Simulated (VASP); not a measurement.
C, 2 atoms in the cell. It takes space group Fd-3m (No. 227, cubic). The conventional cell has a = 3.567 Å, b = 3.567 Å, c = 3.567 Å, α = 90.00°, β = 90.00°, γ = 90.00°. C (site symmetry -43m) has 4 C at 1.54 Å within 2.1 Å. 

| Item | Value |
| --- | --- |
| Program | VASP 6.6.1 |
| Task | relaxation of cell and atoms |
| Functional | r2SCAN |
| Potentials or basis | VASP PAW PBE potentials, release 64 (C) |
| Cutoff | 600 eV |
| k mesh | 13 × 13 × 13 |
| Occupations | fermi-dirac, width 0.01 eV |
| Spin | no spin polarisation |
| Dipole correction | no |
| Further INCAR settings | ALGO = Normal; EDIFF = 1e-06; IBRION = 2; EDIFFG = -0.01; NSW = 80; ISIF = 3 |

Potentials or basis: VASP PAW PBE potentials, release 64 (C).

The run is started by

```bash
$ cat potpaw_PBE.64/C/POTCAR > POTCAR
$ cp INCAR.step1 INCAR
$ mpirun -np 1 vasp_std > vasp.out
$ cp INCAR.step2 INCAR
$ mpirun -np 1 vasp_std > vasp.out
```

Hardware: 1 thread of Intel(R) Xeon(R) 6975P-C (Granite Rapids), on a shared host.

**Question.** Estimate the wall time of this run.

**Answer.** Run time: 31 s on 1 thread of Intel(R) Xeon(R) 6975P-C (Granite Rapids) (shared host), peak memory 0.12 GiB. Counts: k points 84, ion steps 3.
